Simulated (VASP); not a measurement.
Input of a VASP 6.6.1 run:

Contents of INCAR:

```
SYSTEM = Sn2Pt
PREC = Accurate
ENCUT = 520
EDIFF = 1E-6
ISMEAR = -1
SIGMA = 0.15
LREAL = .False.
LASPH = .True.
NELM = 60
ALGO = Fast
ISIF = 2
LWAVE = .False.
LCHARG = .True.
GGA = CA
LELF = .True.
LVHAR = .True.
NBANDS = 26
```

Contents of KPOINTS:

```
regular mesh
0
Gamma
  12 12 12
  0 0 0
```

POSCAR

```
Sn2Pt
1.0
    0.0000000000      3.2252998328      3.2252998328
    3.2252998328      0.0000000000      3.2252998328
    3.2252998328      3.2252998328      0.0000000000
Sn Pt
2 1
Direct
    0.2500000000      0.2500000000      0.2500000000
    0.7500000000      0.7500000000      0.7500000000
    0.0000000000      0.0000000000      0.0000000000
```

Potentials or basis: VASP PAW LDA potentials, release 64 (Sn_d, Pt).

Command:

```bash
$ cat potpaw_LDA.64/Sn_d/POTCAR potpaw_LDA.64/Pt/POTCAR > POTCAR
$ mpirun -np 1 vasp_std > vasp.out
```

(1) What does it give for the band gap on the k mesh?

(2) What does it give for the pressure?

Results:

(1) zero (band 19 reaches 11.57 eV, above the bottom of band 20 at 8.14 eV).

(2) -1.9 GPa.

Caveat: spin-orbit coupling is left out, which moves the levels of the heavy elements.
